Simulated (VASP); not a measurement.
Input of a VASP 6.6.1 run:

POSCAR

```
MgB2
1.0
    3.0850000000      0.0000000000      0.0000000000
   -1.5425000000      2.6716883707      0.0000000000
    0.0000000000      0.0000000000      3.5230000000
Mg B
1 2
Direct
    0.0000000000      0.0000000000      0.0000000000
    0.3333333333      0.6666666667      0.5000000000
    0.6666666667      0.3333333333      0.5000000000
```

INCAR.step1

```
PREC = Accurate ; ENCUT = 520
ISMEAR = -1 ; SIGMA = 0.05
LREAL = F ; LASPH = T
NELM = 100 ; NBANDS = 11
GGA = PE ; ALGO = Normal
EDIFF = 1E-4 ; LWAVE = T
LCHARG = F
```

Contents of INCAR.step2:

```
PREC = Accurate ; ENCUT = 520
EDIFF = 1E-8 ; ISMEAR = -1
SIGMA = 0.05 ; LREAL = F
LASPH = T ; NELM = 100
ALGO = Normal ; ISIF = 2
LWAVE = F ; LCHARG = F
METAGGA = R2SCAN ; LMIXTAU = T
LEFG = T ; NBANDS = 11
ISTART = 1
```

File KPOINTS:

```
Automatic mesh
0
Gamma
  17 17 13
```

Potentials or basis: VASP PAW PBE potentials, release 64 (Mg, B).

Launch:

```sh
$ cat potpaw_PBE.64/Mg/POTCAR potpaw_PBE.64/B/POTCAR > POTCAR
$ cp INCAR.step1 INCAR
$ mpirun -np 1 vasp_std > vasp.out
$ cp INCAR.step2 INCAR
$ mpirun -np 1 vasp_std > vasp.out
```

(1) Estimate the pressure.

(2) Predict the band gap on the k mesh.

Results:

(1) -2.7 GPa.

(2) zero (bands 4 and 5 overlap by 3.23 eV).

Caveat: without QUAD_EFG the Cq values of the log hold for a quadrupole moment of 1 mb, not for the nuclei; the PAW data sets were made with another functional, which shifts forces and pressure a little.
